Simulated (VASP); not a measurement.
A run of VASP 6.6.1:

Contents of INCAR:

```
ALGO = Normal
EDIFF = 1E-7
ENCUT = 520
GGA = PS
ISIF = 2
ISMEAR = 0
LASPH = True
LCHARG = False
LREAL = False
LWAVE = False
NBANDS = 22
NELM = 100
PREC = Accurate
SIGMA = 0.15
```

KPOINTS

```
k-points
0
Gamma
  10 10 10
```

File POSCAR:

```
GaSb3
1.0
   -0.0971837661      3.6466703981      3.2455366543
    3.5494866320      0.0000000000      3.1483528882
    3.6466703981      3.6466703981     -0.0971837661
Ga Sb
1 3
Direct
    0.0000000000      0.0000000000      0.0000000000
    0.2500000000      0.2500000000      0.2500000000
    0.7500000000      0.7500000000      0.7500000000
    0.5000000000      0.5000000000      0.5000000000
```

Potentials or basis: VASP PAW PBE potentials, release 64 (Ga_d, Sb).

The run is started by

```bash
$ cat potpaw_PBE.64/Ga_d/POTCAR potpaw_PBE.64/Sb/POTCAR > POTCAR
$ mpirun -np 1 vasp_std > vasp.out
```

Hardware: 1 thread of AMD EPYC 7R43 64-Core Processor (Zen 3) (shared host).

Problem. Estimate the wall time of this run.

Solution. Wall time 8.2 min on 1 thread of AMD EPYC 7R43 64-Core Processor (Zen 3), on a shared host, peak memory 0.56 GiB. Counts: scf iterations 14, k points 282.
